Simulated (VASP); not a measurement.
# InSe2 (P4/nmm) in VASP: settings compared

Aim: see how the results for InSe2 move with the level of theory and the settings. Levels: PBE, LDA. Tasks: relaxation of cell and atoms, single point.

Everything below comes from runs of VASP 6.6.1. Logs are shortened: lines on timing, memory, paths and dates and some standing lists are left out, and cuts for length are marked.

### Step 1. The cell of the first run

The structure is tetragonal, space group P4/nmm (No. 129). Conventional cell: a = 3.895 Å, b = 3.895 Å, c = 9.626 Å, α = 90.00°, β = 90.00°, γ = 90.00°. In (site symmetry 4mm) has 9 Se at 2.84 to 3.43 Å within 3.7 Å. Within 4.1 Å of Se (site symmetry 4mm) lie 5 In at 2.84 to 3.28 Å and 12 Se at 3.77 to 4.03 Å. Within 3.6 Å of Se (site symmetry -4m2) lie 4 Se at 2.75 Å and 4 In at 3.43 Å.

### Step 2. Relaxation of cell and atoms, PBE

INCAR

```
SYSTEM = InSe2
PREC = Accurate ; ENCUT = 600
EDIFF = 1E-6 ; ISMEAR = 0
SIGMA = 0.1 ; LREAL = .FALSE.
LASPH = .TRUE. ; NELM = 60
ALGO = Normal ; ISIF = 3
LWAVE = .FALSE. ; LCHARG = .FALSE.
GGA = PE ; IBRION = 2
NSW = 80 ; EDIFFG = -0.01
```

KPOINTS

```
regular mesh
0
G
  4 4 2
  0 0 0
```

POSCAR

```
InSe2
1.0
    3.8948930000      0.0000000000      0.0000000000
    0.0000000000      3.8948930000      0.0000000000
    0.0000000000      0.0000000000      9.6262310000
In Se
2 4
Direct
    0.0000000000      0.5000000000      0.7064680000
    0.5000000000      0.0000000000      0.2935320000
    0.0000000000      0.5000000000      0.3662120000
    0.5000000000      0.0000000000      0.6337880000
    0.0000000000      0.0000000000      0.0000000000
    0.5000000000      0.5000000000      0.0000000000
```

Potentials or basis: VASP PAW PBE potentials, release 64 (In_d, Se).

Run with:

```
$ cat potpaw_PBE.64/In_d/POTCAR potpaw_PBE.64/Se/POTCAR > POTCAR
$ mpirun -np 1 vasp_std > vasp.out
```

OUTCAR:

```text
SYSTEM = InSe2
   PREC = Accurate
   ENCUT = 600
   EDIFF = 1E-6
   ISMEAR = 0
   LREAL = .FALSE.
   LASPH = .TRUE.
   NELM = 60
   ISIF = 3
   GGA = PE
   IBRION = 2
   NSW = 80
   EDIFFG = -0.01

 ion  position               nearest neighbor table
   1  0.000  0.500  0.706-   4 2.84   4 2.84   4 2.84   4 2.84   3 3.28
   2  0.500  0.000  0.294-   3 2.84   3 2.84   3 2.84   3 2.84   4 3.28
   3  0.000  0.500  0.366-   2 2.84   2 2.84   2 2.84   2 2.84   1 3.28
   4  0.500  0.000  0.634-   1 2.84   1 2.84   1 2.84   1 2.84   2 3.28
   5  0.000  0.000  0.000-   6 2.75   6 2.75   6 2.75   6 2.75
   6  0.500  0.500  0.000-   5 2.75   5 2.75   5 2.75   5 2.75

  LATTYP: Found a simple tetragonal cell.
 ALAT       =     3.8948930000
 C/A-ratio  =     2.4715007575

  Lattice vectors:

 A1 = (   3.8948930000,   0.0000000000,   0.0000000000)
 A2 = (   0.0000000000,   3.8948930000,   0.0000000000)
 A3 = (   0.0000000000,   0.0000000000,   9.6262310000)

Analysis of symmetry for initial positions (statically):
=====================================================================
 Subroutine PRICEL returns:
 Original cell was already a primitive cell.

 Routine SETGRP: Setting up the symmetry group for a
 simple tetragonal supercell.

 Subroutine GETGRP returns: Found 16 space group operations
 (whereof  8 operations were pure point group operations)
 out of a pool of 16 trial point group operations.

The static configuration has the point symmetry D_2d.
 The point group associated with its full space group is D_4h.

Analysis of symmetry for dynamics (positions and initial velocities):
=====================================================================
 Subroutine PRICEL returns:
 Original cell was already a primitive cell.

 Routine SETGRP: Setting up the symmetry group for a
 simple tetragonal supercell.

 Subroutine GETGRP returns: Found 16 space group operations
 (whereof  8 operations were pure point group operations)
 out of a pool of 16 trial point group operations.

The dynamic configuration has the point symmetry D_2d.
 The point group associated with its full space group is D_4h.

 Subroutine INISYM returns: Found 16 space group operations
 (whereof  8 operations are pure point group operations),
 and found     1 'primitive' translations

----------------------------------------------------------------------------------------

                                     Primitive cell

  volume of cell :     146.0318

  direct lattice vectors                    reciprocal lattice vectors
     3.894893000  0.000000000  0.000000000     0.256746463  0.000000000  0.000000000
     0.000000000  3.894893000  0.000000000     0.000000000  0.256746463  0.000000000
     0.000000000  0.000000000  9.626231000     0.000000000  0.000000000  0.103882818

  length of vectors
     3.894893000  3.894893000  9.626231000     0.256746463  0.256746463  0.103882818

  position of ions in fractional coordinates (direct lattice)
     0.000000000  0.500000000  0.706468000
     0.500000000  0.000000000  0.293532000
     0.000000000  0.500000000  0.366212000
     0.500000000  0.000000000  0.633788000
     0.000000000  0.000000000  0.000000000
     0.500000000  0.500000000  0.000000000

  ion indices of the primitive-cell ions
   primitive index   ion index
                 1           1
                 2           2
                 3           3
                 4           4
                 5           5
                 6           6

----------------------------------------------------------------------------------------

 KPOINTS: regular mesh

Automatic generation of k-mesh.
 Grid dimensions read from file:
 generate k-points for:    4    4    2

 Generating k-lattice:

  Cartesian coordinates                     Fractional coordinates (reciprocal lattice)
     0.064186616  0.000000000  0.000000000     0.250000000  0.000000000  0.000000000
     0.000000000  0.064186616  0.000000000     0.000000000  0.250000000  0.000000000
     0.000000000  0.000000000  0.051941409     0.000000000  0.000000000  0.500000000

  Length of vectors
     0.064186616  0.064186616  0.051941409

  Shift w.r.t. Gamma in fractional coordinates (k-lattice)
     0.000000000  0.000000000  0.000000000

 Subroutine IBZKPT returns following result:
 ===========================================

 Found     12 irreducible k-points:

 Following reciprocal coordinates:
            Coordinates               Weight
  0.000000  0.000000  0.000000      1.000000
  0.250000  0.000000  0.000000      4.000000
  0.500000  0.000000  0.000000      2.000000
  0.250000  0.250000  0.000000      4.000000
  0.500000  0.250000  0.000000      4.000000
  0.500000  0.500000  0.000000      1.000000
  0.000000  0.000000  0.500000      1.000000
  0.250000  0.000000  0.500000      4.000000
  0.500000  0.000000  0.500000      2.000000
  0.250000  0.250000  0.500000      4.000000
  0.500000  0.250000  0.500000      4.000000
[... 15 lines left out ...]
   LSORBIT =      F    spin-orbit coupling
   LASPH  =      T    aspherical Exc in radial PAW
   ENCUT  =  600.0 eV  44.10 Ry    6.64 a.u.   7.78  7.78 19.23*2*pi/ulx,y,z
   NELM   =     60;   NELMIN=  2; NELMDL= -5     # of ELM steps
   EDIFF  = 0.1E-05   stopping-criterion for ELM
   LREAL  =      F    real-space projection
   EDIFFG = -.1E-01   stopping-criterion for IOM
   NSW    =     80    number of steps for IOM
   IBRION =      2    ionic relax: 0-MD 1-quasi-New 2-CG
   NFREE  =      1    steps in history (QN), initial steepest desc. (CG)
   ISIF   =      3    stress and relaxation
   ISYM   =      2    0-nonsym 1-usesym 2-fastsym
   POTIM  = 0.5000    time-step for ionic-motion
   TEBEG  =    0.0;   TEEND  =   0.0 temperature during run
   PSTRESS=    0.0 pullay stress
   NELECT =      50.0000    total number of electrons
   NUPDOWN=      -1.0000    fix difference up-down
   EMIN   =  10.00;   EMAX   =-10.00  energy-range for DOS
   EFERMI =   0.00;   METHOD = LEGACY
   ISMEAR =     0;   SIGMA  =   0.10  broadening in eV -4-tet -1-fermi 0-gaus
   EFERMI_NEDOS =   21; number of points for ismear=-14 and -15
   IALGO  =     38    algorithm
   IMIX   =      4    mixing-type and parameters
     AMIX     =   0.40;   BMIX     =  1.00
     AMIX_MAG =   1.60;   BMIX_MAG =  1.00
  volume/ion in A,a.u.               =      24.34       164.25
  Fermi-wavevector in a.u.,A,eV,Ry     =   1.145291  2.164286 17.846635  1.311691
  Thomas-Fermi vector in A             =   2.281980
   LORBIT       =      0    0 simple, 1 ext, 2 COOP (PROOUT), +10 PAW based schemes
   GGA     = PE    functional components
   LHFCALC =     F    Hartree Fock is set to
   AEXX    =    0.0000 exact exchange contribution
   IVDW    =     0    specifies the selected vdW correction
   LEPSILON=     F    determine dielectric tensor
   LRPA    =     F    only Hartree local field effects (RPA)
 conjugate gradient relaxation of ions
 non-spin polarized calculation
 Gauss-broadening in eV      SIGMA  =   0.10
  energy-cutoff  :      600.00
  volume of cell :      146.03
 maximum number of plane-waves:      4900
 NGX is ok and might be reduce to    32
   NGX = 15   NGY = 15   NGZ = 39

--------------------------------------- Ionic step        1  -------------------------------------------

 number of electron      49.9999991 magnetization

 Free energy of the ion-electron system (eV)
  ---------------------------------------------------
  ext. energy  EPLUGINS =         0.00000000
  ---------------------------------------------------
  free energy    TOTEN  =       -20.25502232 eV

  energy without entropy =      -20.23634400  energy(sigma->0) =      -20.24568316

------------------------ aborting loop because EDIFF is reached ----------------------------------------

  FORCE on cell =-STRESS in cart. coord.  units (eV):
  Direction    XX          YY          ZZ          XY          YZ          ZX
  --------------------------------------------------------------------------------------
  -------------------------------------------------------------------------------------
  Total        0.0609533      0.0609533      0.5317907      0.0000000      0.0000000      0.0000000
  in kB        0.6687444      0.6687444      5.8345041      0.0000000      0.0000000      0.0000000
  external PRESSURE =       2.3906643 kB  Pullay stress =       0.0000000 kB
[... 101 lines left out ...]
  FREE ENERGIE OF THE ION-ELECTRON SYSTEM (eV)
  ---------------------------------------------------
  free  energy   TOTEN  =       -20.2643376452 eV

  energy  without entropy=      -20.2423350032  energy(sigma->0) =      -20.25333632

[... ionic steps 4 to 15 ...]

--------------------------------------- Ionic step       16  -------------------------------------------

 number of electron      49.9999994 magnetization

------------------------ aborting loop because EDIFF is reached ----------------------------------------

  FORCE on cell =-STRESS in cart. coord.  units (eV):
  Direction    XX          YY          ZZ          XY          YZ          ZX
  --------------------------------------------------------------------------------------
  -------------------------------------------------------------------------------------
  Total       -0.0134343     -0.0134343      0.0152217      0.0000000     -0.0000000     -0.0000000
  in kB       -0.1453309     -0.1453309      0.1646659      0.0000000     -0.0000000     -0.0000000
  external PRESSURE =      -0.0419986 kB  Pullay stress =       0.0000000 kB
[... 65 lines left out ...]
  energy  without entropy=      -20.2495083133  energy(sigma->0) =      -20.26076511

--------------------------------------- Ionic step       18  -------------------------------------------

 number of electron      49.9999994 magnetization

 Free energy of the ion-electron system (eV)
  ---------------------------------------------------
  ext. energy  EPLUGINS =         0.00000000
  ---------------------------------------------------
  free energy    TOTEN  =       -20.27205965 eV

  energy without entropy =      -20.24954994  energy(sigma->0) =      -20.26080480

 E-fermi :   4.5671     XC(G=0):  -9.7940

 val. band max:        4.5257681133   @ k =   0.2500   0.2500   0.5000
 cond. band min:       5.2464437310   @ k =   0.0000   0.0000   0.5000
 fundamental gap:      0.7206756177
 Fermi energy:         4.5671217789

 k-point     1 :       0.0000    0.0000    0.0000
  band No.  band energies     occupation
      1     -10.0755      2.00000
      2      -9.7764      2.00000
      3      -9.6979      2.00000
      4      -9.5317      2.00000
      5      -9.5282      2.00000
      6      -9.4990      2.00000
[... 418 lines left out ...]
  FREE ENERGIE OF THE ION-ELECTRON SYSTEM (eV)
  ---------------------------------------------------
  free  energy   TOTEN  =       -20.2720596501 eV

  energy  without entropy=      -20.2495499447  energy(sigma->0) =      -20.26080480

 reached required accuracy - stopping structural energy minimisation
```

It took 7.4 min on 1 thread of AMD EPYC 7R13 (Zen 3), shared host; peak memory 0.28 GiB.

Results:

```
Free energy                           : -20.2721 eV
Relaxed volume                        : 24.69 Å³/atom
Relaxed cell                          : a = 3.905 Å, b = 3.905 Å, c = 9.716 Å, α = 90.00°, β = 90.00°, γ = 90.00°
Space group after relaxing (to 0.1 Å) : P4/nmm (No. 129)
Energy gained by relaxing             : 2.8 meV/atom
Ionic steps                           : 18
Pressure after relaxing               : 0.0 GPa
Largest force after relaxing          : 0.005 eV/Å
Band gap on the k mesh                : zero (bands 25 and 26 overlap by 2.05 eV)
```

Forces in eV/Å, atoms in the order of the input:
```
In   0.000  0.000  0.004
In   0.000  0.000 -0.004
Se   0.000  0.000  0.005
Se   0.000  0.000 -0.005
Se   0.000  0.000  0.000
Se   0.000  0.000  0.000
```

The path:
```csv
step,energy change (eV),largest force (eV/Å),pressure (GPa),volume (Å³)
1,0.0000,0.1528,0.24,146.03
2,-0.0041,0.1362,0.06,146.80
3,-0.0093,0.0991,-0.39,148.94
4,-0.0119,0.0701,-0.06,148.48
5,-0.0121,0.0587,0.07,148.30
6,-0.0128,0.0523,0.08,148.37
7,-0.0143,0.0354,0.03,148.58
8,-0.0153,0.0530,-0.06,149.00
9,-0.0163,0.0408,-0.05,148.63
10,-0.0168,0.0267,0.01,148.26
11,-0.0166,0.0164,0.15,147.52
12,-0.0170,0.0169,0.05,148.02
13,-0.0170,0.0148,0.06,147.97
14,-0.0167,0.0028,-0.19,148.50
15,-0.0170,0.0112,-0.01,148.11
16,-0.0170,0.0115,0.00,148.10
17,-0.0170,0.0113,0.00,148.11
18,-0.0170,0.0050,-0.01,148.13
```

Final structure:
```
CELL_PARAMETERS angstrom
3.90467 0.00000 0.00000
0.00000 3.90467 0.00000
0.00000 0.00000 9.71597
ATOMIC_POSITIONS crystal
In 0.00000 0.50000 0.69546
In 0.50000 0.00000 0.30454
Se 0.00000 0.50000 0.36609
Se 0.50000 0.00000 0.63391
Se 0.00000 0.00000 0.00000
Se 0.50000 0.50000 0.00000
```

Caveat: the k points lie up to 0.40 Å⁻¹ apart in the final cell, too coarse for converged energies and pressures of a metal; spin-orbit coupling is left out, which moves the levels of the heavy elements.

### Step 3. Relaxation of cell and atoms, PBE

INCAR

```
SYSTEM = InSe2
PREC = Accurate
ENCUT = 600
EDIFF = 1E-6
ISMEAR = 0
SIGMA = 0.1
LREAL = .False.
LASPH = .True.
NELM = 80
ALGO = Normal
ISIF = 3
LWAVE = .False.
LCHARG = .False.
GGA = PE
IBRION = 2
NSW = 80
EDIFFG = -0.01
```

KPOINTS

```
regular mesh
0
Gamma
  6 6 2
  0 0 0
```

POSCAR is that of step 2.

Potentials or basis: VASP PAW PBE potentials, release 64 (In_d, Se).

Run with:

```
$ cat potpaw_PBE.64/In_d/POTCAR potpaw_PBE.64/Se/POTCAR > POTCAR
$ mpirun -np 1 vasp_std > vasp.out
```

Run time: 10 min. Hardware: 1 thread of AMD EPYC 7R13 (Zen 3), shared host; peak memory 0.3 GiB.

Results (log left out):

- Free energy: -20.2971 eV
- Relaxed volume: 24.49 Å³/atom
- Relaxed cell: a = 3.869 Å, b = 3.869 Å, c = 9.819 Å, α = 90.00°, β = 90.00°, γ = 90.00°
- Space group after relaxing (to 0.1 Å): P4/nmm (No. 129)
- Energy gained by relaxing: 1.8 meV/atom
- Ionic steps: 14
- Pressure after relaxing: 0.0 GPa
- Largest force after relaxing: 0.003 eV/Å
- Band gap on the k mesh: zero (bands 25 and 26 overlap by 1.92 eV)

Forces on the atoms (eV/Å):
```
In   0.000  0.000  0.001
In   0.000  0.000 -0.001
Se   0.000  0.000 -0.003
Se   0.000  0.000  0.003
Se   0.000  0.000  0.000
Se   0.000  0.000  0.000
```

The path:
| step | energy change (eV) | largest force (eV/Å) | pressure (GPa) | volume (Å³) |
| --- | --- | --- | --- | --- |
| 1 | 0.0000 | 0.0659 | -0.17 | 146.03 |
| 2 | -0.0015 | 0.0712 | 0.16 | 145.47 |
| 3 | -0.0016 | 0.0751 | 0.21 | 145.38 |
| 4 | -0.0031 | 0.0761 | 0.15 | 145.73 |
| 5 | -0.0059 | 0.0797 | -0.03 | 146.76 |
| 6 | -0.0062 | 0.0817 | -0.11 | 147.27 |
| 7 | -0.0083 | 0.0622 | -0.07 | 147.07 |
| 8 | -0.0102 | 0.0269 | 0.00 | 146.74 |
| 9 | -0.0103 | 0.0286 | -0.02 | 146.60 |
| 10 | -0.0104 | 0.0170 | 0.23 | 146.30 |
| 11 | -0.0105 | 0.0218 | 0.16 | 146.43 |
| 12 | -0.0108 | 0.0116 | 0.12 | 146.59 |
| 13 | -0.0109 | 0.0035 | 0.08 | 146.80 |
| 14 | -0.0109 | 0.0032 | 0.01 | 146.95 |

Final structure:
```
In Se
1.0
     3.86852    0.00000    0.00000
     0.00000    3.86852    0.00000
     0.00000    0.00000    9.81928
In Se
2 4
Cartesian
  0.0000 1.9343 7.0262
  1.9343 0.0000 2.7930
  0.0000 1.9343 3.5518
  1.9343 0.0000 6.2674
  0.0000 0.0000 0.0000
  1.9343 1.9343 0.0000
```

Levels at points of the mesh, in eV from the Fermi level:
```
           k point  band 21  band 22  band 23  band 24  band 25  band 26  band 27  band 28  band 29  band 30
(0.00, 0.00, 0.00)    -2.08    -1.72    -1.60    -1.60     0.34     0.55     3.06     3.06     3.39     4.09
(0.50, 0.00, 0.00)    -1.75    -1.75    -1.16    -1.16    -0.77    -0.77     1.80     1.80     3.28     3.28
(0.50, 0.50, 0.00)    -3.30    -3.30    -1.46    -1.46    -0.99    -0.99     2.69     2.69     3.94     3.94
(0.00, 0.00, 0.50)    -2.14    -1.54    -1.54    -1.11     0.34     0.59     2.27     3.06     3.06     3.60
(0.50, 0.00, 0.50)    -1.51    -1.51    -0.93    -0.93    -0.78    -0.78     1.26     1.26     3.60     3.60
(0.50, 0.50, 0.50)    -3.16    -3.16    -1.67    -1.67    -1.31    -1.31     3.37     3.37     4.75     4.75
```

Caveat: spin-orbit coupling is left out, which moves the levels of the heavy elements.

### Step 4. Single point, LDA

This run uses another cell than the first one, of 22.27 Å³/atom.

INCAR

```
ALGO = Normal
EDIFF = 1E-6
ENCUT = 520
GGA = CA
ISIF = 2
ISMEAR = 0
LASPH = True
LCHARG = False
LREAL = False
LWAVE = False
NBANDS = 34
NELM = 60
PREC = Accurate
SIGMA = 0.1
```

KPOINTS

```
k-points
0
Gamma
  10 10 4
```

POSCAR

```
InSe2
1.0
    3.8076323040      0.0000000000      0.0000000000
    0.0000000000      3.8076323040      0.0000000000
    0.0000000000      0.0000000000      9.2171107708
In Se
2 4
Direct
    0.0000000000      0.5000000000      0.7016571661
    0.5000000000      0.0000000000      0.2983428339
    0.0000000000      0.5000000000      0.3671849610
    0.5000000000      0.0000000000      0.6328150390
    0.0000000000      0.0000000000      0.0000000000
    0.5000000000      0.5000000000      0.0000000000
```

Potentials or basis: VASP PAW LDA potentials, release 64 (In_d, Se).

Run with:

```
$ cat potpaw_LDA.64/In_d/POTCAR potpaw_LDA.64/Se/POTCAR > POTCAR
$ mpirun -np 1 vasp_std > vasp.out
```

Wall time 3 min (1 thread of AMD EPYC 7R13 (Zen 3), shared host); peak memory 0.31 GiB.

It converged, with:

```yaml
Free_energy: -24.4559 eV
Pressure: 0.2 GPa
Largest_force: 0.008 eV/Å
Band_gap_on_the_k_mesh: zero (bands 25 and 26 overlap by 2.41 eV)
```

Forces in eV/Å, atoms in the order of the input:
```
In   0.000  0.000  0.008
In   0.000  0.000 -0.008
Se   0.000  0.000  0.004
Se   0.000  0.000 -0.004
Se   0.000  0.000  0.000
Se   0.000  0.000  0.000
```

Stress tensor (GPa, compression positive):
```
0.28 0.00 0.00
0.00 0.28 0.00
0.00 0.00 0.01
```

Levels at points of the mesh, in eV from the Fermi level:
| k point | band 22 | band 23 | band 24 | band 25 | band 26 | band 27 | band 28 | band 29 |
| --- | --- | --- | --- | --- | --- | --- | --- | --- |
| (0.00, 0.00, 0.00) | -1.99 | -1.86 | -1.86 | 0.24 | 0.66 | 3.06 | 3.06 | 3.22 |
| (0.50, 0.00, 0.00) | -2.03 | -1.33 | -1.33 | -1.02 | -1.02 | 1.95 | 1.95 | 3.06 |
| (0.50, 0.50, 0.00) | -3.95 | -1.58 | -1.58 | -1.05 | -1.05 | 2.61 | 2.61 | 3.92 |
| (0.00, 0.00, 0.50) | -1.77 | -1.77 | -0.89 | 0.23 | 0.74 | 1.98 | 3.06 | 3.06 |
| (0.50, 0.00, 0.50) | -1.66 | -1.04 | -1.04 | -0.92 | -0.92 | 1.22 | 1.22 | 3.66 |
| (0.50, 0.50, 0.50) | -3.73 | -1.90 | -1.90 | -1.58 | -1.58 | 3.72 | 3.72 | 4.88 |

Caveat: spin-orbit coupling is left out, which moves the levels of the heavy elements.

### Step 5. The runs side by side

```tsv
task	level	potentials or basis	cell	k mesh	cutoff (eV)	gap on the mesh (eV)	pressure (GPa)	relaxed volume (Å³/atom)
relaxation of cell and atoms	PBE	VASP PAW PBE potentials, release 64 (In_d, Se)	relaxed from a = 3.895, b = 3.895, c = 9.626 Å, 6 atoms, atomic positions A	4 × 4 × 2	600	none	0.0	24.69
relaxation of cell and atoms	PBE	VASP PAW PBE potentials, release 64 (In_d, Se)	relaxed from a = 3.895, b = 3.895, c = 9.626 Å, 6 atoms, atomic positions A	6 × 6 × 2	600	none	0.0	24.49
single point	LDA	VASP PAW LDA potentials, release 64 (In_d, Se)	a = 3.808, b = 3.808, c = 9.217 Å, 6 atoms, atomic positions B	10 × 10 × 4	520	none	0.2	-
```

Alike in all rows: no spin polarisation; smearing gaussian 0.1 eV.

Caveats: some runs use coarse meshes; spin-orbit coupling is left out, which moves the levels of the heavy elements.

Total energies depend on the potentials used, so only differences within one code and one set of settings carry meaning.
